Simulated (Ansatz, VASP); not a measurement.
**Two plane-wave programs on Al3GaN4**

File INCAR:

```
SYSTEM = Al3GaN4
  ALGO = Normal
  EDIFF = 1E-6
  ENCUT = 520
  GGA = PS
  ISIF = 2
  ISMEAR = 0
  LASPH = .TRUE.
  LCHARG = .TRUE.
  LELF = .TRUE.
  LREAL = Auto
  LVHAR = .TRUE.
  LWAVE = .FALSE.
  NBANDS = 56
  NELM = 60
  PREC = Accurate
  SIGMA = 0.05
```

Contents of KPOINTS:

```
k-points
0
G
  5 5 3
  0 0 0
```

The input POSCAR:

```
Al3GaN4
1.0
    0.0000000000     -4.4069948432      0.0000000000
    0.0000000000      0.0000000000     -4.4069948432
    8.8139896863     -0.3671026704      0.3671026704
Al Ga N
6 2 8
Direct
    0.4949020400      1.0050979600      0.0612000000
    0.4532520400      1.0467479600      0.5612000000
   -0.0050979600      0.5050979600      0.0612000000
   -0.0467479600      0.5467479600      0.5612000000
    0.4740770400      0.5259229600      0.3112000000
    0.4324270400      0.5675729600      0.8112000000
   -0.0259229600      1.0259229600      0.3112000000
   -0.0675729600      1.0675729600      0.8112000000
    0.2400022460      0.7599977540      0.1835538588
    0.1983522460      0.8016477540      0.6835538588
    0.7294176812      0.2705823188      0.1835538588
    0.6877676812      0.3122323188      0.6835538588
    0.1770863988      0.3334981660      0.9388461412
    0.2187363988      0.2918481660      0.4388461412
    0.6665018340      0.8229136012      0.9388461412
    0.7081518340      0.7812636012      0.4388461412
```

Input for Ansatz:

```yaml
crystal:
  lattice:
    - [0.0, -4.4069948432, 0.0]
    - [0.0, 0.0, -4.4069948432]
    - [8.8139896863, -0.3671026704, 0.3671026704]
  atoms:
    - { symbol: Al, position: [0.49490204, 1.00509796, 0.0612] }
    - { symbol: Al, position: [0.45325204, 1.04674796, 0.5612] }
    - { symbol: Al, position: [-0.00509796, 0.50509796, 0.0612] }
    - { symbol: Al, position: [-0.04674796, 0.54674796, 0.5612] }
    - { symbol: Al, position: [0.47407704, 0.52592296, 0.3112] }
    - { symbol: Al, position: [0.43242704, 0.56757296, 0.8112] }
    - { symbol: Ga, position: [-0.02592296, 1.02592296, 0.3112] }
    - { symbol: Ga, position: [-0.06757296, 1.06757296, 0.8112] }
    - { symbol: "N", position: [0.240002246, 0.759997754, 0.1835538588] }
    - { symbol: "N", position: [0.198352246, 0.801647754, 0.6835538588] }
    - { symbol: "N", position: [0.7294176812, 0.2705823188, 0.1835538588] }
    - { symbol: "N", position: [0.6877676812, 0.3122323188, 0.6835538588] }
    - { symbol: "N", position: [0.1770863988, 0.333498166, 0.9388461412] }
    - { symbol: "N", position: [0.2187363988, 0.291848166, 0.4388461412] }
    - { symbol: "N", position: [0.666501834, 0.8229136012, 0.9388461412] }
    - { symbol: "N", position: [0.708151834, 0.7812636012, 0.4388461412] }
basis:
  ecutwfc: 420
kpoints:
  mp_grid: { grid: [5, 5, 3] }
hamiltonian:
  xc: pbesol
scf:
  occupations: { method: gaussian, width: 0.05 }
output:
  forces: true
  stress: true
  eigenvalues: true
```

Alike in both runs: task single point; functional PBEsol; k mesh 5 × 5 × 3; occupations gaussian, width 0.05 eV; no spin polarisation.

|  | VASP | Ansatz |
| --- | --- | --- |
| version | VASP 6.6.1 | Ansatz 0.2.0 |
| potentials or method | VASP PAW PBE potentials, release 64 (Al, Ga_d, N), cutoff 520 eV | scalar-relativistic, plane waves, PAW |
| valence electrons in the cell | 84 | 84 |

|  | VASP | Ansatz | Ansatz less VASP |
| --- | --- | --- | --- |
| gap on the k mesh at the Fermi level (eV) | 3.29 | 3.31 | +0.014 |
| least direct gap on the mesh (eV) | 3.29 | 3.31 | +0.014 |
| pressure (GPa) | 11.5 | 11.4 | -0.14 |
| traceless stress, the component that is largest in VASP (GPa) | 17.04 | 16.80 | -0.242 |
| rms of the force components (eV/Å) | 4.030 | 3.976 | -0.0540 |

VASP's potentials were made for PBE, not for PBEsol. Atom by atom the forces differ by 0.054 eV/Å (rms over components).
